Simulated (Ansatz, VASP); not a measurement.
# One calculation of In, two programs

File INCAR:

```
PREC = Accurate ; ENCUT = 520
EDIFF = 1E-6 ; ISMEAR = -1
SIGMA = 0.05 ; LREAL = False
LASPH = True ; NELM = 60
ALGO = Fast ; ISIF = 2
LWAVE = False ; LCHARG = False
GGA = CA ; NBANDS = 26
```

KPOINTS

```
regular mesh
0
Gamma
  9 9 9
```

POSCAR

```
In
1.0
    1.6696368166      0.9639652655      8.2074632500
   -1.6696368166      0.9639652655      8.2074632500
    0.0000000000     -1.9279305310      8.2074632500
In
3
Direct
    0.2219877600      0.2219877600      0.2219877600
    0.7780122400      0.7780122400      0.7780122400
    0.0000000000      0.0000000000      0.0000000000
```

File input.yaml:

```yaml
crystal:
  lattice:
    - [1.6696368166, 0.9639652655, 8.20746325]
    - [-1.6696368166, 0.9639652655, 8.20746325]
    - [0.0, -1.927930531, 8.20746325]
  atoms:
    - { symbol: In, position: [0.22198776, 0.22198776, 0.22198776] }
    - { symbol: In, position: [0.77801224, 0.77801224, 0.77801224] }
    - { symbol: In, position: [0.0, 0.0, 0.0] }
kpoints:
  mp_grid: { grid: [9, 9, 9] }
  band_path:
    path: [[0.0, 0.0, 0.0], [0.5, 0.0, 0.0], [0.5, 0.175862977, -0.175862977]]
    npoints: 8
scf:
  occupations: { method: fermi_dirac, width: 0.05 }
hamiltonian:
  xc: lda
  pseudopotentials: { kind: all_electron, lapw: { basis_error: 0.002 } }
output:
  forces: true
  stress: true
  eigenvalues: true
```

Alike in both runs: functional LDA; k mesh 9 × 9 × 9; occupations fermi-dirac, width 0.05 eV; no spin polarisation.

|  | VASP | Ansatz |
| --- | --- | --- |
| version | VASP 6.6.1 | Ansatz 0.2.0 |
| potentials or method | VASP PAW LDA potentials, release 64 (In_d), cutoff 520 eV | all-electron LAPW, scalar-relativistic |
| task | single point | band structure |

VASP gave:

| Quantity | Value |
| --- | --- |
| gap on the k mesh at the Fermi level (eV) | none |
| pressure (GPa) | -2.7 |
| traceless stress, the component that is largest in VASP (GPa) | -0.37 |
| rms of the force components (eV/Å) | 0.014 |

**Question.** Estimate Ansatz's values.

**Answer.** gap on the k mesh at the Fermi level (eV): none; pressure (GPa): -2.7; traceless stress, the component that is largest in VASP (GPa): -0.37; rms of the force components (eV/Å): 0.016.

LDA's correlation is that of Perdew and Zunger in VASP and of Perdew and Wang (1992) in Ansatz. Atom by atom the forces differ by 0.001 eV/Å (rms over components). A gap of «none» marks a metal or a gap that the smearing closes. Ansatz ran all-electron here, and VASP with PAW potentials.
